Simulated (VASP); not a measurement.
Crystal: Hf.

```xyz
2
Lattice="3.1967 0.0000 0.0000 -1.5983 2.7684 0.0000 0.0000 0.0000 5.0578" Properties=species:S:1:pos:R:3 pbc="T T T"
Hf    1.5984    0.9228    3.7934
Hf    0.0000    1.8456    1.2645
```

| Quantity | Value |
| --- | --- |
| Program | VASP 6.6.1 |
| Task | relaxation of cell and atoms |
| Functional | BLYP |
| Potentials or basis | VASP PAW PBE potentials, release 64 (Hf_pv) |
| Cutoff | 600 eV |
| k mesh | 10 × 10 × 5 |
| Occupations | fermi-dirac, width 0.05 eV |
| Spin | no spin polarisation |

At the start: pressure 3.4 GPa; volume 22.38 Å³/atom.

**Question.** How do energy, volume and symmetry change on relaxing?

**Answer.** Over 5 steps the energy falls by 7.4 meV/atom and the volume is 23.08 Å³/atom (+3.1 %); space group P6_3/mmc (No. 194, to 0.1 Å) before and after.

Step by step:
| step | energy change (eV) | largest force (eV/Å) | pressure (GPa) | volume (Å³) |
| --- | --- | --- | --- | --- |
| 1 | 0.0000 | 0.0000 | 3.38 | 44.76 |
| 2 | 0.0043 | 0.0000 | -3.49 | 47.89 |
| 3 | -0.0147 | 0.0000 | -0.03 | 46.20 |
| 4 | -0.0147 | 0.0000 | 0.03 | 46.17 |
| 5 | -0.0148 | 0.0000 | 0.03 | 46.17 |

Final structure:
```yaml
crystal:
  lattice:
    - [3.23253, 0.00000, 0.00000]
    - [-1.61627, 2.79946, 0.00000]
    - [0.00000, 0.00000, 5.10187]
  atoms:
    - { symbol: Hf, position: [0.66667, 0.33333, 0.75000] }
    - { symbol: Hf, position: [0.33333, 0.66667, 0.25000] }
```

Caveat: the PAW data sets were made with another functional, which shifts forces and pressure a little.
